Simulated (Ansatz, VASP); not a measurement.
Two plane-wave programs on K

File INCAR:

```
SYSTEM = K
PREC     = Accurate       ! precision mode
ENCUT    = 600            ! plane-wave cutoff, eV
EDIFF    = 1E-7           ! SCF threshold, eV
ISMEAR   = -1             ! smearing method
SIGMA    = 0.05           ! smearing width, eV
LREAL    = .FALSE.        ! projectors in reciprocal space
LASPH    = .TRUE.         ! aspherical terms in the spheres
NELM     = 60             ! most SCF steps
ALGO     = Normal         ! electronic algorithm
ISIF     = 3              ! what is computed and relaxed
LWAVE    = .FALSE.        ! write WAVECAR
LCHARG   = .FALSE.        ! write CHGCAR
GGA      = PS             ! functional
IVDW     = 13             ! dispersion correction
IBRION   = 2              ! ionic algorithm
NSW      = 60             ! ionic steps
EDIFFG   = -0.01          ! ionic threshold
```

KPOINTS

```
regular mesh
0
G
  6 6 6
  0 0 0
```

File POSCAR:

```
K
1.0
    4.3104394900      0.0000000000      0.0000000000
    0.0000000000      4.3104394900      0.0000000000
    0.0000000000      0.0000000000      4.3104394900
K
1
Direct
    0.0000000000      0.0000000000      0.0000000000
```

The input input.yaml:

```yaml
crystal:
  lattice:
    - [4.31043949, 0.0, 0.0]
    - [0.0, 4.31043949, 0.0]
    - [0.0, 0.0, 4.31043949]
  atoms:
    - { symbol: K, position: [0.0, 0.0, 0.0] }
hamiltonian:
  xc: pbesol
  pseudopotentials: { kind: paw }
  dispersion: d4
kpoints:
  mp_grid: { grid: [6, 6, 6] }
scf:
  occupations: { method: fermi_dirac, width: 0.05 }
output:
  forces: true
  stress: true
  eigenvalues: true
relax:
  f_tol: 0.01
  max_steps: 40
  cell: { stress_tol: 0.05 }
```

Alike in both runs: task relaxation of cell and atoms; functional PBEsol; dispersion D4; k mesh 6 × 6 × 6; occupations fermi-dirac, width 0.05 eV; no spin polarisation.

|  | VASP | Ansatz |
| --- | --- | --- |
| version | VASP 6.6.1 | Ansatz 0.2.0 |
| potentials or method | VASP PAW PBE potentials, release 64 (K_sv) | Ansatz PAW |
| plane-wave cutoff (eV) | 600 | 420 |
| valence electrons in the cell | 9 | 9 |

Ansatz gave:

| Quantity | Value |
| --- | --- |
| gap on the k mesh at the Fermi level, each at its own relaxed structure (eV) | none |
| relaxed volume (Å³/atom) | 73.79 |
| relaxed length of the cell vector where the two differ most in proportion (Å) | 4.194 |

Question: What did VASP give for the same quantities?

Answer: gap on the k mesh at the Fermi level, each at its own relaxed structure (eV): none; relaxed volume (Å³/atom): 73.64; relaxed length of the cell vector where the two differ most in proportion (Å): 4.191.

VASP's potentials were made for PBE, not for PBEsol. A gap of «none» marks a metal or a gap that the smearing closes.

Noted on Ansatz's run: the plane-wave basis is chosen anew once the cell has moved, so the energies of steps on either side of that aren't comparable.
